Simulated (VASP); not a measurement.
The system is Ge.

```
Ge
1.0
     4.06615    0.00000    0.00000
    -2.03308    3.52139    0.00000
     0.00000    0.00000    6.68032
Ge
4
Direct
  0.66667 0.33333 0.06259
  0.33333 0.66667 0.56259
  0.66667 0.33333 0.43741
  0.33333 0.66667 0.93741
```

This isn't the form of Ge at room conditions, which is diamond.

| Item | Value |
| --- | --- |
| Program | VASP 6.6.1 |
| Task | relaxation of cell and atoms |
| Functional | r2SCAN |
| Potentials or basis | VASP PAW PBE potentials, release 64 (Ge_d) |
| Cutoff | 600 eV |
| k mesh | 6 × 6 × 4 |
| Occupations | fermi-dirac, width 0.02 eV |
| Spin | no spin polarisation |

At the start: pressure -2.7 GPa; volume 23.91 Å³/atom.

Problem. Where does the relaxation end?

Solution. Over 7 steps the energy falls by 9.9 meV/atom and the volume is 22.82 Å³/atom (-4.6 %); space group P6_3/mmc (No. 194, to 0.1 Å) before and after.

The path:
| step | energy change (eV) | largest force (eV/Å) | pressure (GPa) | volume (Å³) |
| --- | --- | --- | --- | --- |
| 1 | 0.0000 | 0.0134 | -2.72 | 95.65 |
| 2 | -0.0363 | 0.0116 | 0.98 | 90.14 |
| 3 | -0.0397 | 0.0056 | 0.02 | 91.31 |
| 4 | -0.0397 | 0.0052 | -0.04 | 91.40 |
| 5 | -0.0398 | 0.0111 | -0.05 | 91.40 |
| 6 | -0.0398 | 0.0118 | -0.05 | 91.40 |
| 7 | -0.0398 | 0.0013 | 0.02 | 91.30 |

Final structure:
```
CELL_PARAMETERS angstrom
3.99954 0.00000 0.00000
-1.99977 3.46370 0.00000
0.00000 0.00000 6.59036
ATOMIC_POSITIONS crystal
Ge 0.66667 0.33333 0.06280
Ge 0.33333 0.66667 0.56280
Ge 0.66667 0.33333 0.43720
Ge 0.33333 0.66667 0.93720
```

Caveat: the PAW data sets were made with another functional, which shifts forces and pressure a little.
